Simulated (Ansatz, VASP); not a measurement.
One calculation of K3PRu, two programs

```
K P Ru
1.0
     6.08774    0.00000    0.00000
     0.00000    6.08774    0.00000
     0.00000    0.00000    6.08774
K P Ru
3 1 1
Direct
  0.50000 0.00000 0.00000
  0.00000 0.50000 0.00000
  0.00000 0.00000 0.50000
  0.00000 0.00000 0.00000
  0.50000 0.50000 0.50000
```

Change from the starting cell: species swapped into the Gd3GaC type (Pm-3m, No. 221).

Alike in both runs: functional PBE; k mesh 4 × 4 × 4; occupations gaussian, width 0.1 eV; no spin polarisation.

Ansatz relaxed the structure, and its values are those at the end. VASP's run is a single point on that final structure, the one shown.

|  | VASP | Ansatz |
| --- | --- | --- |
| version | VASP 6.6.1 | Ansatz 0.2.0 |
| potentials or method | VASP PAW PBE potentials, release 64 (K_sv, P, Ru_pv), cutoff 520 eV | scalar-relativistic, plane waves, PAW |
| valence electrons in the cell | 46 | 48 |

|  | VASP | Ansatz | Ansatz less VASP |
| --- | --- | --- | --- |
| gap on the k mesh at the Fermi level (eV) | none | none | - |
| pressure (GPa) | 0.2 | 0.2 | -0.02 |

A gap of «none» marks a metal or a gap that the smearing closes. With one functional, cell and mesh, what is left measures potentials, basis and numerics. VASP's potentials hold 46 valence electrons a cell and Ansatz's 48, so a difference there can come from the potentials and not from the codes.
